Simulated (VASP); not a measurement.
Write the native input for VASP 6.6.1 that does the following.

```
Task                   : single point
Functional             : PBE
Potentials or basis    : VASP PAW PBE potentials, release 64 (W_sv)
Cutoff                 : 520 eV
k mesh                 : 12 × 12 × 12
Occupations            : gaussian, width 0.023 eV
Spin                   : no spin polarisation
Dipole correction      : no
Further INCAR settings : ALGO = Normal; EDIFF = 1e-06; NBANDS = 13
```

The structure of W lies in POSCAR:

```
W
1.0
   -1.5823450000      1.5823450000      1.5823450000
    1.5823450000     -1.5823450000      1.5823450000
    1.5823450000      1.5823450000     -1.5823450000
W
1
Direct
    0.0000000000      0.0000000000      0.0000000000
```

The input as run:

INCAR

```
SYSTEM = W
PREC     = Accurate       ! precision mode
ENCUT    = 520            ! plane-wave cutoff, eV
EDIFF    = 1E-6           ! SCF threshold, eV
ISMEAR   = 0              ! smearing method
SIGMA    = 0.023          ! smearing width, eV
LREAL    = .FALSE.        ! projectors in reciprocal space
LASPH    = .TRUE.         ! aspherical terms in the spheres
NELM     = 80             ! most SCF steps
ALGO     = Normal         ! electronic algorithm
ISIF     = 2              ! what is computed and relaxed
LWAVE    = .FALSE.        ! write WAVECAR
LCHARG   = .FALSE.        ! write CHGCAR
GGA      = PE             ! functional
NBANDS   = 13             ! bands
```

KPOINTS

```
Automatic mesh
0
G
  12 12 12
  0 0 0
```

Potentials or basis: VASP PAW PBE potentials, release 64 (W_sv).

The run is started by

```console
$ cat potpaw_PBE.64/W_sv/POTCAR > POTCAR
$ mpirun -np 1 vasp_std > vasp.out
```

Results of the run:

```
Pressure               : 6.7 GPa
Band gap on the k mesh : zero (band 7 reaches 16.61 eV, above the bottom of band 8 at 10.21 eV)
```

Caveat: spin-orbit coupling is left out, which moves the levels of the heavy elements.

Wall time 8.9 s on 1 thread of Intel Xeon 6975P-C, on a shared host, peak memory 0.13 GiB.
